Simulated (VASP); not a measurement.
# CsBr (Pm-3m) in VASP: notebook

The runs below take CsBr through single point, with r2SCAN.

All numbers are computed with VASP 6.6.1; they aren't measurements. Logs are shortened: lines on timing, memory, paths and dates and some standing lists are left out, and cuts for length are marked.

## Step 1: The cell of the first run

Symmetry: Pm-3m, No. 221, cubic system. Conventional cell: a = 4.323 Å, b = 4.323 Å, c = 4.323 Å, α = 90.00°, β = 90.00°, γ = 90.00°. Within 4.9 Å of Cs (site symmetry m-3m) lie 8 Br at 3.74 Å and 6 Cs at 4.32 Å. Br (site symmetry m-3m) has 8 Cs at 3.74 Å and 6 Br at 4.32 Å within 4.9 Å.

## Step 2: Single point, r2SCAN

The input, POSCAR:

```
CsBr
1.0
    4.3226051409      0.0000000000      0.0000000000
    0.0000000000      4.3226051409      0.0000000000
    0.0000000000      0.0000000000      4.3226051409
Cs Br
1 1
Direct
    0.0000000000      0.0000000000      0.0000000000
    0.5000000000      0.5000000000      0.5000000000
```

The input, INCAR.step1:

```
PREC     = Accurate       # precision mode
ENCUT    = 550            # plane-wave cutoff, eV
ISMEAR   = 0              # smearing method
SIGMA    = 0.02           # smearing width, eV
LREAL    = False          # projectors in reciprocal space
LASPH    = True           # aspherical terms in the spheres
NELM     = 120            # most SCF steps
NBANDS   = 15             # bands
GGA      = PE             # functional
ALGO     = Normal         # electronic algorithm
EDIFF    = 1E-5           # SCF threshold, eV
LWAVE    = True           # write WAVECAR
LCHARG   = False          # write CHGCAR
GGA_COMPAT= False
```

The input, INCAR.step2:

```
PREC     = Accurate       # precision mode
ENCUT    = 550            # plane-wave cutoff, eV
EDIFF    = 1E-6           # SCF threshold, eV
ISMEAR   = 0              # smearing method
SIGMA    = 0.02           # smearing width, eV
LREAL    = False          # projectors in reciprocal space
LASPH    = True           # aspherical terms in the spheres
NELM     = 120            # most SCF steps
ALGO     = Normal         # electronic algorithm
ISIF     = 2              # what is computed and relaxed
LWAVE    = False          # write WAVECAR
LCHARG   = False          # write CHGCAR
METAGGA  = R2SCAN         # meta-GGA
LMIXTAU  = True         
NBANDS   = 15             # bands
ISTART   = 1            
GGA_COMPAT= False
```

The input, KPOINTS:

```
regular mesh
0
Gamma
  6 6 6
```

Potentials or basis: VASP PAW PBE potentials, release 64 (Cs_sv, Br).

Run with:

```bash
> cat potpaw_PBE.64/Cs_sv/POTCAR potpaw_PBE.64/Br/POTCAR > POTCAR
> cp INCAR.step1 INCAR
> mpirun -np 1 vasp_std > vasp.out
> cp INCAR.step2 INCAR
> mpirun -np 1 vasp_std > vasp.out
```

OUTCAR:

```text
PREC = Accurate
   ENCUT = 550
   EDIFF = 1E-6
   ISMEAR = 0
   LREAL = False
   LASPH = True
   NELM = 120
   ISIF = 2
   METAGGA = R2SCAN
   ISTART = 1

 ion  position               nearest neighbor table
   1  0.000  0.000  0.000-
   2  0.500  0.500  0.500-

  LATTYP: Found a simple cubic cell.
 ALAT       =     4.3226051409

  Lattice vectors:

 A1 = (   4.3226051409,   0.0000000000,   0.0000000000)
 A2 = (   0.0000000000,   4.3226051409,   0.0000000000)
 A3 = (   0.0000000000,   0.0000000000,   4.3226051409)

Analysis of symmetry for initial positions (statically):
=====================================================================
 Subroutine PRICEL returns:
 Original cell was already a primitive cell.

 Routine SETGRP: Setting up the symmetry group for a
 simple cubic supercell.

 Subroutine GETGRP returns: Found 48 space group operations
 (whereof 48 operations were pure point group operations)
 out of a pool of 48 trial point group operations.

The static configuration has the point symmetry O_h .

Analysis of symmetry for dynamics (positions and initial velocities):
=====================================================================
 Subroutine PRICEL returns:
 Original cell was already a primitive cell.

 Routine SETGRP: Setting up the symmetry group for a
 simple cubic supercell.

 Subroutine GETGRP returns: Found 48 space group operations
 (whereof 48 operations were pure point group operations)
 out of a pool of 48 trial point group operations.

The dynamic configuration has the point symmetry O_h .

 Subroutine INISYM returns: Found 48 space group operations
 (whereof 48 operations are pure point group operations),
 and found     1 'primitive' translations

----------------------------------------------------------------------------------------

                                     Primitive cell

  volume of cell :      80.7675

  direct lattice vectors                    reciprocal lattice vectors
     4.322605141  0.000000000  0.000000000     0.231341973  0.000000000  0.000000000
     0.000000000  4.322605141  0.000000000     0.000000000  0.231341973  0.000000000
     0.000000000  0.000000000  4.322605141     0.000000000  0.000000000  0.231341973

  length of vectors
     4.322605141  4.322605141  4.322605141     0.231341973  0.231341973  0.231341973

  position of ions in fractional coordinates (direct lattice)
[... 82 lines left out ...]
   POTIM  = 0.5000    time-step for ionic-motion
   TEBEG  =    0.0;   TEEND  =   0.0 temperature during run
   PSTRESS=    0.0 pullay stress
   NELECT =      16.0000    total number of electrons
   NUPDOWN=      -1.0000    fix difference up-down
   EMIN   =  10.00;   EMAX   =-10.00  energy-range for DOS
   EFERMI =   0.00;   METHOD = LEGACY
   ISMEAR =     0;   SIGMA  =   0.02  broadening in eV -4-tet -1-fermi 0-gaus
   EFERMI_NEDOS =   21; number of points for ismear=-14 and -15
   IALGO  =     38    algorithm
   IMIX   =      4    mixing-type and parameters
     AMIX     =   0.40;   BMIX     =  1.00
     AMIX_MAG =   1.60;   BMIX_MAG =  1.00
  volume/ion in A,a.u.               =      40.38       272.52
  Fermi-wavevector in a.u.,A,eV,Ry     =   0.954339  1.803439 12.391677  0.910763
  Thomas-Fermi vector in A             =   2.083076
   LORBIT       =      0    0 simple, 1 ext, 2 COOP (PROOUT), +10 PAW based schemes
   METAGGA = R2SCAN    functional components
   LHFCALC =     F    Hartree Fock is set to
   AEXX    =    0.0000 exact exchange contribution
   IVDW    =     0    specifies the selected vdW correction
   LEPSILON=     F    determine dielectric tensor
   LRPA    =     F    only Hartree local field effects (RPA)
 non-spin polarized calculation
 Gauss-broadening in eV      SIGMA  =   0.02
  energy-cutoff  :      550.00
  volume of cell :       80.77
 maximum number of plane-waves:      2392
 NGX is ok and might be reduce to    36
   NGX = 17   NGY = 17   NGZ = 17

 number of electron      16.0000003 magnetization

 Free energy of the ion-electron system (eV)
  ---------------------------------------------------
  ext. energy  EPLUGINS =         0.00000000
  ---------------------------------------------------
  free energy    TOTEN  =       -42.32546894 eV

  energy without entropy =      -42.32546894  energy(sigma->0) =      -42.32546894

 E-fermi :  -0.6807     XC(G=0):  -8.3426

 val. band max:       -0.7841727533   @ k =   0.5000   0.5000   0.0000
 cond. band min:       4.3922169269   @ k =   0.0000   0.0000   0.0000
 fundamental gap:      5.1763896802
 Fermi energy:        -0.6806899480

 k-point     1 :       0.0000    0.0000    0.0000
  band No.  band energies     occupation
      1     -21.1272      2.00000
      2     -13.5535      2.00000
      3      -7.3550      2.00000
      4      -7.3550      2.00000
      5      -7.3550      2.00000
      6      -0.7898      2.00000
      7      -0.7898      2.00000
      8      -0.7898      2.00000
      9       4.3922      0.00000
     10       4.6404      0.00000
     11       4.6404      0.00000
     12       8.9586      0.00000
     13       8.9586      0.00000
     14       8.9586      0.00000
[... 329 lines left out ...]
      2     -13.3780      2.00000
      3      -7.7376      2.00000
      4      -7.7376      2.00000
      5      -7.7376      2.00000
      6      -1.9060      2.00000
      7      -1.9060      2.00000
      8      -1.9060      2.00000
      9       8.0981      0.00000
     10       8.0981      0.00000
     11       8.0981      0.00000
     12       8.9827      0.00000
     13       8.9827      0.00000
     14       8.9827      0.00000
     15      11.0387      0.00000

------------------------ aborting loop because EDIFF is reached ----------------------------------------

  FORCE on cell =-STRESS in cart. coord.  units (eV):
  Direction    XX          YY          ZZ          XY          YZ          ZX
  --------------------------------------------------------------------------------------
  -------------------------------------------------------------------------------------
  Total        0.0298006      0.0298006      0.0298006     -0.0000000     -0.0000000     -0.0000000
  in kB        0.5911523      0.5911523      0.5911523     -0.0000000     -0.0000000     -0.0000000
  external PRESSURE =       0.5911523 kB  Pullay stress =       0.0000000 kB

 VOLUME and BASIS-vectors are now :
 -----------------------------------------------------------------------------
  energy-cutoff  :      550.00
  volume of cell :       80.77
      direct lattice vectors                 reciprocal lattice vectors
     4.322605141  0.000000000  0.000000000     0.231341973  0.000000000  0.000000000
     0.000000000  4.322605141  0.000000000     0.000000000  0.231341973  0.000000000
     0.000000000  0.000000000  4.322605141     0.000000000  0.000000000  0.231341973

 POSITION                                       TOTAL-FORCE (eV/Angst)
 -----------------------------------------------------------------------------------
      0.00000      0.00000      0.00000         0.000000      0.000000      0.000000
      2.16130      2.16130      2.16130         0.000000      0.000000      0.000000
 -----------------------------------------------------------------------------------
    total drift:                                0.000000      0.000000      0.000000

  FREE ENERGIE OF THE ION-ELECTRON SYSTEM (eV)
  ---------------------------------------------------
  free  energy   TOTEN  =       -42.3254689359 eV

  energy  without entropy=      -42.3254689359  energy(sigma->0) =      -42.32546894
```

OSZICAR.step1:

```text
N       E                     dE             d eps       ncg     rms          rms(c)
DAV:   1     0.929198285462E+02    0.92920E+02   -0.68509E+03   600   0.948E+02
DAV:   2     0.120406274145E+01   -0.91716E+02   -0.83836E+02   856   0.155E+02
DAV:   3    -0.621718937970E+01   -0.74213E+01   -0.73936E+01   803   0.488E+01
DAV:   4    -0.628509816328E+01   -0.67909E-01   -0.67904E-01   684   0.553E+00
DAV:   5    -0.628547278289E+01   -0.37462E-03   -0.37461E-03   817   0.428E-01    0.180E+00
DAV:   6    -0.605064419566E+01    0.23483E+00   -0.21909E-01   733   0.246E+00    0.104E+00
DAV:   7    -0.601281871670E+01    0.37825E-01   -0.12606E-01   754   0.181E+00    0.610E-01
DAV:   8    -0.601596061225E+01   -0.31419E-02   -0.13978E-02   691   0.693E-01    0.120E-01
DAV:   9    -0.601575389631E+01    0.20672E-03   -0.14214E-03   754   0.198E-01    0.683E-02
DAV:  10    -0.601585933097E+01   -0.10543E-03   -0.20655E-04   635   0.960E-02    0.166E-02
DAV:  11    -0.601586354243E+01   -0.42115E-05   -0.25944E-05   747   0.300E-02
   1 F= -.60158635E+01 E0= -.60158635E+01  d E =-.204059E-33
```

Run time: 35 s. Hardware: 1 thread of Intel Xeon 6975P-C (Granite Rapids), shared host; peak memory 0.22 GiB.

What came out:

| Property | Result |
| --- | --- |
| Free energy | -42.3255 eV |
| Pressure | 0.1 GPa |
| Band gap on the k mesh | 5.18 eV (least direct gap 5.18 eV) |

Levels at points of the mesh, in eV from the valence-band top:
```tsv
k point	band 6	band 7	band 8	band 9	band 10	band 11
(0.00, 0.00, 0.00)	-0.01	-0.01	-0.01	5.18	5.42	5.42
(0.50, 0.00, 0.00)	-1.25	-0.19	-0.19	6.43	7.84	8.35
(0.50, 0.50, 0.00)	-0.58	-0.58	0.00	5.83	6.11	7.85
(0.50, 0.50, 0.50)	-1.12	-1.12	-1.12	8.88	8.88	8.88
```

Caveat: the PAW data sets were made with another functional, which shifts forces and pressure a little; spin-orbit coupling is left out, which moves the levels of the heavy elements. r2SCAN opens gaps a little over a GGA but as a rule still falls short of measured ones.

## Step 3: Single point, r2SCAN (35.54 Å³/atom)

This run uses another cell than the first one, of 35.54 Å³/atom.

The input, POSCAR:

```
CsBr
1.0
    4.1422835548      0.0000000000      0.0000000000
    0.0000000000      4.1422835548      0.0000000000
    0.0000000000      0.0000000000      4.1422835548
Cs Br
1 1
Direct
    0.0000000000      0.0000000000      0.0000000000
    0.5000000000      0.5000000000      0.5000000000
```

The input, INCAR.step1:

```
SYSTEM = CsBr
PREC = Accurate
ENCUT = 550
ISMEAR = 0
SIGMA = 0.02
LREAL = .FALSE.
LASPH = .TRUE.
NELM = 120
NBANDS = 15
GGA = PE
ALGO = Normal
EDIFF = 1E-5
LWAVE = .TRUE.
LCHARG = .FALSE.
GGA_COMPAT = .FALSE.
```

The input, INCAR.step2:

```
SYSTEM = CsBr
PREC = Accurate
ENCUT = 550
EDIFF = 1E-6
ISMEAR = 0
SIGMA = 0.02
LREAL = .FALSE.
LASPH = .TRUE.
NELM = 120
ALGO = Normal
ISIF = 2
LWAVE = .FALSE.
LCHARG = .TRUE.
METAGGA = R2SCAN
LMIXTAU = .TRUE.
LELF = .TRUE.
LVHAR = .TRUE.
NBANDS = 15
ISTART = 1
GGA_COMPAT = .FALSE.
```

The input, KPOINTS:

```
Automatic mesh
0
G
  6 6 6
  0 0 0
```

Potentials or basis: VASP PAW PBE potentials, release 64 (Cs_sv, Br).

Run with:

```bash
> cat potpaw_PBE.64/Cs_sv/POTCAR potpaw_PBE.64/Br/POTCAR > POTCAR
> cp INCAR.step1 INCAR
> mpirun -np 1 vasp_std > vasp.out
> cp INCAR.step2 INCAR
> mpirun -np 1 vasp_std > vasp.out
```

Run time: 1.9 min. Hardware: 1 thread of Intel Xeon 8259CL, shared host; peak memory 0.19 GiB.

Results (log left out):

- Free energy: -42.2472 eV
- Pressure: 2.9 GPa
- Band gap on the k mesh: 5.24 eV

Levels at points of the mesh, in eV from the valence-band top:
```tsv
k point	band 4	band 5	band 6	band 7	band 8	band 9	band 10	band 11	band 12	band 13
(0.00, 0.00, 0.00)	-6.39	-6.39	0.00	0.00	0.00	5.24	5.24	5.75	10.10	10.10
(0.50, 0.00, 0.00)	-6.23	-6.23	-1.56	-0.32	-0.32	6.41	8.46	8.89	9.14	9.97
(0.50, 0.50, 0.00)	-7.19	-6.14	-0.62	-0.62	-0.06	5.88	6.18	7.92	7.92	12.40
(0.50, 0.50, 0.50)	-6.91	-6.91	-1.48	-1.48	-1.48	9.49	9.49	9.49	10.44	10.44
```

Caveat: the PAW data sets were made with another functional, which shifts forces and pressure a little; spin-orbit coupling is left out, which moves the levels of the heavy elements.
